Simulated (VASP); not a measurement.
# LiGa12O18 (a cell with a defect): single point with PBE

System: LiGa12O18 (a cell with a defect).

```xyz
31
Lattice="0.0000 9.2497 0.0000 -1.3977 0.0000 5.7086 6.2280 -1.5416 0.0067" Properties=species:S:1:pos:R:3 pbc="T T T"
Ga    3.3266    0.0269    3.7662
Ga    1.5373    1.6118    1.7440
Ga    4.8405    1.5591    1.1332
Ga   -0.1800    0.0375    4.4292
Ga    3.2578    3.0602    3.9158
Ga    1.5394    4.6387    1.7398
Ga    4.7617    4.5823    1.1669
Ga    0.0267    3.1183    4.4899
Ga    3.2662    6.0906    3.9180
Ga    1.4731    7.6625    1.8906
Ga    5.0422    7.6679    1.2023
Ga   -0.0420    6.1532    4.5230
O    -1.0193    1.6219    4.1596
O     5.8476    0.0402    1.4788
O     3.4238    1.5386    2.4165
O     1.3360   -0.0682    3.2584
O     1.6435    0.0169    0.5761
O     2.8910    1.4745    5.0620
O    -1.0277    4.6215    4.2114
O     5.8269    3.0868    1.4441
O     3.4188    4.6257    2.4814
O     1.3779    3.0835    3.1783
O     1.9035    3.1167    0.5701
O     2.9004    4.5872    5.0846
O    -1.0421    7.6803    4.1687
O     5.8240    6.0678    1.4912
O     3.4735    7.8080    2.3290
O     1.3816    6.1735    3.2416
O     1.9061    6.2217    0.5927
O     3.1175    7.6949    5.0628
Li    1.7214    8.4795    5.7995
```

```yaml
Program: VASP 6.6.1
Task: single point
Functional: PBE
Potentials_or_basis: VASP PAW PBE potentials, release 64 (Ga_d, O, Li_sv)
Cutoff: 520 eV
k_mesh: 2 × 2 × 2, shifted
Occupations: fermi-dirac, width 0.01 eV
Spin: no spin polarisation
```

| Quantity | Value |
| --- | --- |
| Largest force | 0.061 eV/Å |

Forces on the atoms (eV/Å):
```
Ga   0.009 -0.013  0.006
Ga  -0.013 -0.038 -0.001
Ga   0.000 -0.001 -0.015
Ga  -0.028  0.004 -0.017
Ga  -0.005  0.001 -0.003
Ga   0.009  0.003  0.004
Ga  -0.007  0.010 -0.006
Ga   0.019 -0.005  0.002
Ga   0.009  0.036  0.018
Ga  -0.033  0.014 -0.016
Ga   0.000 -0.061  0.004
Ga  -0.010  0.024  0.011
O   -0.006 -0.007 -0.005
O    0.034  0.007  0.014
O    0.004 -0.008 -0.013
O   -0.007  0.018 -0.003
O   -0.025  0.002  0.000
O   -0.025  0.001  0.036
O   -0.033  0.015 -0.016
O    0.022 -0.005  0.016
O    0.015 -0.009 -0.024
O   -0.013  0.013  0.016
O    0.015 -0.003 -0.022
O   -0.016  0.000  0.035
O   -0.009 -0.004 -0.011
O    0.002  0.016 -0.002
O    0.010 -0.028 -0.004
O    0.004  0.013  0.005
O    0.034  0.012 -0.018
O    0.029  0.002  0.003
Li   0.014 -0.008  0.009
```

Levels at points of the mesh, in eV from the Fermi level:
| k point | band 131 | band 132 | band 133 | band 134 | band 135 | band 136 |
| --- | --- | --- | --- | --- | --- | --- |
| (0.25, 0.25, 0.25) | -0.67 | -0.58 | -0.42 | 3.73 | 4.42 | 5.00 |

It took 14 min on 1 thread of Intel Xeon 8259CL (shared host), peak memory 0.46 GiB.

Caveat: the k points lie up to 0.55 Å⁻¹ apart; the cell carries a net charge on a neutralising background, which shifts energy and pressure; the cell is charged against a uniform background, so pressure and absolute levels hang on convention.
